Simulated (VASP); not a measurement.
# Ni3F (I4/mmm) in VASP: single point with PBE

Aim: the single point of Ni3F with PBE.

Program: VASP 6.6.1. These are calculated values, not measurements. Logs are shortened: lines on timing, memory, paths and dates and some standing lists are left out, and cuts for length are marked.

## Step 1: The cell of the first run

It takes space group I4/mmm (No. 139, tetragonal). The conventional cell has a = 3.295 Å, b = 3.295 Å, c = 7.361 Å, α = 90.00°, β = 90.00°, γ = 90.00°. Within 3.1 Å of Ni (site symmetry 4/mmm) lie 4 F at 2.33 Å and 8 Ni at 2.47 Å. Within 3.1 Å of Ni (site symmetry -4m2) lie 8 Ni at 2.33 to 2.47 Å and 4 F at 2.47 Å. Within 3.1 Å of F (site symmetry 4/mmm) lie 12 Ni at 2.33 to 2.47 Å.

## Step 2: Single point, PBE, collinear spin, ferromagnetic start

INCAR reads:

```
ALGO     = Normal         # electronic algorithm
EDIFF    = 1E-6           # SCF threshold, eV
ENCUT    = 520            # plane-wave cutoff, eV
GGA      = PE             # functional
ISIF     = 2              # what is computed and relaxed
ISMEAR   = 0              # smearing method
ISPIN    = 2              # spin polarisation
LASPH    = T              # aspherical terms in the spheres
LCHARG   = F              # write CHGCAR
LMAXMIX  = 4              # l up to which the mixer works
LORBIT   = 11             # projections on sites
LREAL    = F              # projectors in reciprocal space
LWAVE    = F              # write WAVECAR
MAGMOM   = 2 2 2 0        # initial moments
NBANDS   = 30             # bands
NELM     = 150            # most SCF steps
PREC     = Accurate       # precision mode
SIGMA    = 0.1            # smearing width, eV
```

KPOINTS reads:

```
k-points
0
Gamma
  8 8 8
```

POSCAR reads:

```
Ni3F
1.0
   -1.6475695111      1.6475695111      3.6802851416
    1.6475695111     -1.6475695111      3.6802851416
    1.6475695111      1.6475695111     -3.6802851416
Ni F
3 1
Direct
    0.5000000000      0.5000000000      0.0000000000
    0.2500000000      0.7500000000      0.5000000000
    0.7500000000      0.2500000000      0.5000000000
    0.0000000000      0.0000000000      0.0000000000
```

Potentials or basis: VASP PAW PBE potentials, release 64 (Ni, F).

Started as:

```bash
$ cat potpaw_PBE.64/Ni/POTCAR potpaw_PBE.64/F/POTCAR > POTCAR
$ mpirun -np 1 vasp_std > vasp.out
```

OUTCAR:

```text
EDIFF = 1E-6
   ENCUT = 520
   GGA = PE
   ISIF = 2
   ISMEAR = 0
   ISPIN = 2
   LASPH = T
   LORBIT = 11
   LREAL = F
   NELM = 150
   PREC = Accurate

 ion  position               nearest neighbor table
   1  0.500  0.500  0.000-   4 2.33   4 2.33   4 2.33   4 2.33   3 2.47   2 2.47   3 2.47   3 2.47
                             2 2.47   2 2.47   3 2.47   2 2.47
   2  0.250  0.750  0.500-   3 2.33   3 2.33   3 2.33   3 2.33   4 2.47   1 2.47   4 2.47   1 2.47
                             4 2.47   4 2.47   1 2.47   1 2.47
   3  0.750  0.250  0.500-   2 2.33   2 2.33   2 2.33   2 2.33   4 2.47   1 2.47   4 2.47   4 2.47
                             1 2.47   1 2.47   4 2.47   1 2.47
   4  0.000  0.000  0.000-   1 2.33   1 2.33   1 2.33   1 2.33   3 2.47   2 2.47   3 2.47   2 2.47
                             3 2.47   3 2.47   2 2.47   2 2.47

  LATTYP: Found a body centered tetragonal cell.
 ALAT       =     3.2951390222
 C/A-ratio  =     2.2337662337

  Lattice vectors:

 A1 = (  -1.6475695111,   1.6475695111,   3.6802851416)
 A2 = (   1.6475695111,  -1.6475695111,   3.6802851416)
 A3 = (   1.6475695111,   1.6475695111,  -3.6802851416)

Analysis of symmetry for initial positions (statically):
=====================================================================
 Subroutine PRICEL returns:
 Original cell was already a primitive cell.

 Routine SETGRP: Setting up the symmetry group for a
 body centered tetragonal supercell.

 Subroutine GETGRP returns: Found 16 space group operations
 (whereof 16 operations were pure point group operations)
 out of a pool of 16 trial point group operations.

The static configuration has the point symmetry D_4h.

Analysis of symmetry for dynamics (positions and initial velocities):
=====================================================================
 Subroutine PRICEL returns:
 Original cell was already a primitive cell.

 Routine SETGRP: Setting up the symmetry group for a
 body centered tetragonal supercell.

 Subroutine GETGRP returns: Found 16 space group operations
 (whereof 16 operations were pure point group operations)
 out of a pool of 16 trial point group operations.

The dynamic configuration has the point symmetry D_4h.

Analysis of structural, dynamic, and magnetic symmetry:
=====================================================================
 Subroutine PRICEL returns:
 Original cell was already a primitive cell.

 Routine SETGRP: Setting up the symmetry group for a
 body centered tetragonal supercell.

 Subroutine GETGRP returns: Found 16 space group operations
 (whereof 16 operations were pure point group operations)
 out of a pool of 16 trial point group operations.

The overall configuration has the point symmetry D_4h.

 Subroutine INISYM returns: Found 16 space group operations
 (whereof 16 operations are pure point group operations),
 and found     1 'primitive' translations

----------------------------------------------------------------------------------------

                                     Primitive cell

  volume of cell :      39.9603

  direct lattice vectors                    reciprocal lattice vectors
    -1.647569511  1.647569511  3.680285142     0.000000000  0.303477332  0.135859038
     1.647569511 -1.647569511  3.680285142     0.303477332  0.000000000  0.135859038
     1.647569511  1.647569511 -3.680285142     0.303477332  0.303477332  0.000000000

  length of vectors
     4.355854602  4.355854602  4.355854602     0.332499879  0.332499879  0.429181759

  position of ions in fractional coordinates (direct lattice)
     0.500000000  0.500000000  0.000000000
     0.250000000  0.750000000  0.500000000
     0.750000000  0.250000000  0.500000000
     0.000000000  0.000000000  0.000000000

  ion indices of the primitive-cell ions
   primitive index   ion index
                 1           1
                 2           2
                 3           3
                 4           4

----------------------------------------------------------------------------------------

 KPOINTS: k-points

Automatic generation of k-mesh.
 Grid dimensions read from file:
 generate k-points for:    8    8    8

 Generating k-lattice:

  Cartesian coordinates                     Fractional coordinates (reciprocal lattice)
     0.000000000  0.037934667  0.016982380     0.125000000  0.000000000  0.000000000
     0.037934667  0.000000000  0.016982380     0.000000000  0.125000000  0.000000000
     0.037934667  0.037934667  0.000000000     0.000000000  0.000000000  0.125000000

  Length of vectors
     0.041562485  0.041562485  0.053647720

  Shift w.r.t. Gamma in fractional coordinates (k-lattice)
     0.000000000  0.000000000  0.000000000

 Subroutine IBZKPT returns following result:
 ===========================================

 Found     59 irreducible k-points:

 Following reciprocal coordinates:
            Coordinates               Weight
  0.000000  0.000000  0.000000      1.000000
  0.125000  0.000000  0.000000      8.000000
  0.250000  0.000000  0.000000      8.000000
  0.375000 -0.000000  0.000000      8.000000
  0.500000  0.000000  0.000000      4.000000
  0.125000  0.125000  0.000000      8.000000
[... 16 lines left out ...]
  0.250000  0.125000  0.125000     16.000000
  0.375000  0.125000  0.125000      8.000000
 [... further k-points ...]
   k-points           NKPTS =     59   k-points in BZ     NKDIM =     59   number of bands    NBANDS=     30
   number of dos      NEDOS =    301   number of ions     NIONS =      4
   total plane-waves  NPLWV =  32768
   dimension x,y,z NGX =    32 NGY =   32 NGZ =   32
   dimension x,y,z NGXF=    64 NGYF=   64 NGZF=   64
   ions per type =               3   1
   NGX,Y,Z   is equivalent  to a cutoff of  12.21, 12.21, 12.21 a.u.
   NGXF,Y,Z  is equivalent  to a cutoff of  24.43, 24.43, 24.43 a.u.
 SYSTEM =  unknown system
   PREC   = accura    normal or accurate (medium, high low for compatibility)
   ISTART =      0    job   : 0-new  1-cont  2-samecut
   ICHARG =      2    charge: 1-file 2-atom 10-const
   ISPIN  =      2    spin polarized calculation?
   LNONCOLLINEAR =      F non collinear calculations
   LSORBIT =      F    spin-orbit coupling
   LASPH  =      T    aspherical Exc in radial PAW
   ENCUT  =  520.0 eV  38.22 Ry    6.18 a.u.   8.10  8.10  8.10*2*pi/ulx,y,z
   NELM   =    150;   NELMIN=  2; NELMDL= -5     # of ELM steps
   EDIFF  = 0.1E-05   stopping-criterion for ELM
   LREAL  =      F    real-space projection
   EDIFFG = 0.1E-04   stopping-criterion for IOM
   NSW    =      0    number of steps for IOM
   IBRION =     -1    ionic relax: 0-MD 1-quasi-New 2-CG
   NFREE  =      0    steps in history (QN), initial steepest desc. (CG)
   ISIF   =      2    stress and relaxation
   ISYM   =      2    0-nonsym 1-usesym 2-fastsym
   POTIM  = 0.5000    time-step for ionic-motion
   TEBEG  =    0.0;   TEEND  =   0.0 temperature during run
   PSTRESS=    0.0 pullay stress
   NELECT =      37.0000    total number of electrons
   NUPDOWN=      -1.0000    fix difference up-down
   EMIN   =  10.00;   EMAX   =-10.00  energy-range for DOS
   EFERMI =   0.00;   METHOD = LEGACY
   ISMEAR =     0;   SIGMA  =   0.10  broadening in eV -4-tet -1-fermi 0-gaus
   EFERMI_NEDOS =   21; number of points for ismear=-14 and -15
   IALGO  =     38    algorithm
   IMIX   =      4    mixing-type and parameters
     AMIX     =   0.40;   BMIX     =  1.00
     AMIX_MAG =   1.60;   BMIX_MAG =  1.00
  volume/ion in A,a.u.               =       9.99        67.42
  Fermi-wavevector in a.u.,A,eV,Ry     =   1.595631  3.015305 34.640947  2.546038
  Thomas-Fermi vector in A             =   2.693519
   LORBIT       =     11    0 simple, 1 ext, 2 COOP (PROOUT), +10 PAW based schemes
   GGA     = PE    functional components
   LHFCALC =     F    Hartree Fock is set to
   AEXX    =    0.0000 exact exchange contribution
   IVDW    =     0    specifies the selected vdW correction
   LEPSILON=     F    determine dielectric tensor
   LRPA    =     F    only Hartree local field effects (RPA)
 spin polarized calculation
 Gauss-broadening in eV      SIGMA  =   0.10
  energy-cutoff  :      520.00
  volume of cell :       39.96
 maximum number of plane-waves:      1100
   NGX = 17   NGY = 17   NGZ = 17

 number of electron      36.9999991 magnetization       2.4338458

 Free energy of the ion-electron system (eV)
  ---------------------------------------------------
  ext. energy  EPLUGINS =         0.00000000
  ---------------------------------------------------
  free energy    TOTEN  =       -17.19097810 eV

  energy without entropy =      -17.16059904  energy(sigma->0) =      -17.17578857

 E-fermi :   8.6142     XC(G=0): -12.9702

 val. band max:        8.6138371607   @ k =   0.3750   0.2500   0.1250
 cond. band min:       8.6142860929   @ k =  -0.2500   0.2500   0.2500
 fundamental gap:      0.0004489321
 Fermi energy:         8.6141548609

 spin component 1

 k-point     1 :       0.0000    0.0000    0.0000
  band No.  band energies     occupation
      1     -15.7786      1.00000
      2       1.7186      1.00000
      3       2.0501      1.00000
      4       2.4693      1.00000
      5       2.4693      1.00000
      6       4.7653      1.00000
[... 781 lines left out ...]
     29      27.0402      0.00000
     30      28.3991      0.00000

 [... further k-points ...]

 spin component 2

 k-point     1 :       0.0000    0.0000    0.0000
  band No.  band energies     occupation
      1     -15.7241      1.00000
      2       1.7863      1.00000
      3       2.1089      1.00000
      4       2.5939      1.00000
      5       2.5939      1.00000
      6       5.3172      1.00000
[... 781 lines left out ...]
     29      27.1943      0.00000
     30      28.5673      0.00000

 [... further k-points ...]

------------------------ aborting loop because EDIFF is reached ----------------------------------------

  FORCE on cell =-STRESS in cart. coord.  units (eV):
  Direction    XX          YY          ZZ          XY          YZ          ZX
  --------------------------------------------------------------------------------------
  -------------------------------------------------------------------------------------
  Total        6.0789991      6.0789991      4.1888615      0.0000000     -0.0000000      0.0000000
  in kB      243.7326494    243.7326494    167.9490817      0.0000000     -0.0000000      0.0000000
  external PRESSURE =     218.4714602 kB  Pullay stress =       0.0000000 kB

 VOLUME and BASIS-vectors are now :
 -----------------------------------------------------------------------------
  energy-cutoff  :      520.00
  volume of cell :       39.96
      direct lattice vectors                 reciprocal lattice vectors
    -1.647569511  1.647569511  3.680285142     0.000000000  0.303477332  0.135859038
     1.647569511 -1.647569511  3.680285142     0.303477332  0.000000000  0.135859038
     1.647569511  1.647569511 -3.680285142     0.303477332  0.303477332  0.000000000

 POSITION                                       TOTAL-FORCE (eV/Angst)
 -----------------------------------------------------------------------------------
      0.00000      0.00000      3.68029        -0.000000     -0.000000      0.000000
      1.64757      0.00000      1.84014        -0.000000      0.000000     -0.000000
      0.00000      1.64757      1.84014         0.000000     -0.000000     -0.000000
      0.00000      0.00000      0.00000        -0.000000     -0.000000      0.000000
 -----------------------------------------------------------------------------------
    total drift:                               -0.000000     -0.000000      0.000000

  FREE ENERGIE OF THE ION-ELECTRON SYSTEM (eV)
  ---------------------------------------------------
  free  energy   TOTEN  =       -17.1909781045 eV

  energy  without entropy=      -17.1605990407  energy(sigma->0) =      -17.17578857

 total charge

# of ion       s       p       d       tot
------------------------------------------
    1        0.422   0.389   8.358   9.169
    2        0.513   0.399   8.402   9.314
    3        0.513   0.399   8.402   9.314
    4        1.782   4.243   0.000   6.025
--------------------------------------------------
tot          3.230   5.430  25.161  33.821

 magnetization (x)

# of ion       s       p       d       tot
------------------------------------------
    1       -0.008  -0.014   0.911   0.889
    2       -0.002  -0.013   0.776   0.761
    3       -0.002  -0.013   0.776   0.761
    4       -0.001   0.033   0.000   0.032
--------------------------------------------------
tot         -0.014  -0.007   2.463   2.443
```

Wall time 73 s (1 thread of Intel Xeon 6975P-C (Granite Rapids), shared host); peak memory 0.28 GiB.

Results:

```yaml
Free_energy: -17.1910 eV
Pressure: 21.8 GPa
Net_moment: 2.43 μB per cell
Site_moments: Ni +0.89, +0.76 (each value once); F +0.03 μB
Valence_electrons_inside_the_program's_atomic_spheres: Ni 9.17, 9.31 (each value once); F 6.03
```

Stress tensor (GPa, compression positive):
```
24.37  0.00  0.00
 0.00 24.37  0.00
 0.00  0.00 16.79
```

Caveat: the stress differs along the axes, from 17 to 24 GPa. With open d or f shells a metallic result of PBE can be an artefact of self-interaction; +U or a hybrid may open a gap.
